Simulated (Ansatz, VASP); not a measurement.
# Te2Mo in VASP and in Ansatz

```xyz
3
Lattice="3.4665 0.0000 0.0000 -1.7333 3.0021 0.0000 0.0000 0.0000 17.2570" Properties=species:S:1:pos:R:3 pbc="T T T"
Te    0.0000    2.0014   15.4623
Te    0.0000    2.0014    1.7947
Mo    0.0000    0.0000    0.0000
```

Change from the starting cell: strain along c alone, the other axes held, atoms relaxed: -1.5 %.

Alike in both runs: functional LDA; k mesh 12 × 12 × 2; occupations gaussian, width 0.02 eV; no spin polarisation.

Ansatz relaxed the structure, and its values are those at the end. VASP's run is a single point on that final structure, the one shown.

```csv
,VASP,Ansatz
version,VASP 6.6.1,Ansatz 0.2.0
potentials or method,"VASP PAW LDA potentials, release 64 (Te, Mo_sv), cutoff 500 eV","scalar-relativistic, plane waves, PAW"
valence electrons in the cell,26,46
```

Ansatz gave:

```
gap on the k mesh at the Fermi level (eV) : 1.24
least direct gap on the mesh (eV)         : 1.24
rms of the force components (eV/Å)        : 0.001
```

Question: Estimate VASP's values.

Answer: gap on the k mesh at the Fermi level (eV): 1.24; least direct gap on the mesh (eV): 1.24; rms of the force components (eV/Å): 0.028.

LDA's correlation is that of Perdew and Zunger in VASP and of Perdew and Wang (1992) in Ansatz. VASP's potentials hold 26 valence electrons a cell and Ansatz's 46, so a difference there can come from the potentials and not from the codes. Ansatz's warnings: stress scf threshold loose.

Neither program's run includes spin-orbit coupling.
